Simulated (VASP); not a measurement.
Input of a VASP 6.6.1 run:

POSCAR

```
RbBr
1.0
    4.0251412785      0.0000000000      0.0000000000
    0.0000000000      4.1279266522      0.0000000000
    0.0000000000      0.0000000000      4.1279266522
Rb Br
1 1
Direct
    0.0000000000      0.0000000000      0.0000000000
    0.5000000000      0.5000000000      0.5000000000
```

INCAR.step1

```
SYSTEM = RbBr
PREC     = Accurate       ! precision mode
ENCUT    = 520            ! plane-wave cutoff, eV
ISMEAR   = 0              ! smearing method
SIGMA    = 0.01           ! smearing width, eV
LREAL    = .FALSE.        ! projectors in reciprocal space
LASPH    = .TRUE.         ! aspherical terms in the spheres
NELM     = 100            ! most SCF steps
NBANDS   = 15             ! bands
GGA      = PE             ! functional
ALGO     = Normal         ! electronic algorithm
EDIFF    = 1E-4           ! SCF threshold, eV
LWAVE    = .TRUE.         ! write WAVECAR
LCHARG   = .FALSE.        ! write CHGCAR
```

File INCAR.step2:

```
SYSTEM = RbBr
PREC     = Accurate       ! precision mode
ENCUT    = 520            ! plane-wave cutoff, eV
EDIFF    = 1E-6           ! SCF threshold, eV
ISMEAR   = 0              ! smearing method
SIGMA    = 0.01           ! smearing width, eV
LREAL    = .FALSE.        ! projectors in reciprocal space
LASPH    = .TRUE.         ! aspherical terms in the spheres
NELM     = 100            ! most SCF steps
ALGO     = Normal         ! electronic algorithm
ISIF     = 2              ! what is computed and relaxed
LWAVE    = .FALSE.        ! write WAVECAR
LCHARG   = .FALSE.        ! write CHGCAR
METAGGA  = R2SCAN         ! meta-GGA
LMIXTAU  = .TRUE.       
NBANDS   = 15             ! bands
ISTART   = 1
```

The input KPOINTS:

```
regular mesh
0
G
  6 6 6
  0 0 0
```

Potentials or basis: VASP PAW PBE potentials, release 64 (Rb_sv, Br).

The run is started by

```sh
$ cat potpaw_PBE.64/Rb_sv/POTCAR potpaw_PBE.64/Br/POTCAR > POTCAR
$ cp INCAR.step1 INCAR
$ mpirun -np 1 vasp_std > vasp.out
$ cp INCAR.step2 INCAR
$ mpirun -np 1 vasp_std > vasp.out
```

Task: Estimate the band gap on the k mesh.

Result: 4.84 eV (least direct gap 4.98 eV).

Task: Predict the pressure.

Result: 0.5 GPa.

Stress tensor (GPa, compression positive):
```
1.03 0.00 0.00
0.00 0.22 0.00
0.00 0.00 0.22
```

Caveat: the cell differs from its parent crystal (uniaxial x strain -2.5%); the PAW data sets were made with another functional, which shifts forces and pressure a little. A k mesh can miss the band edges.
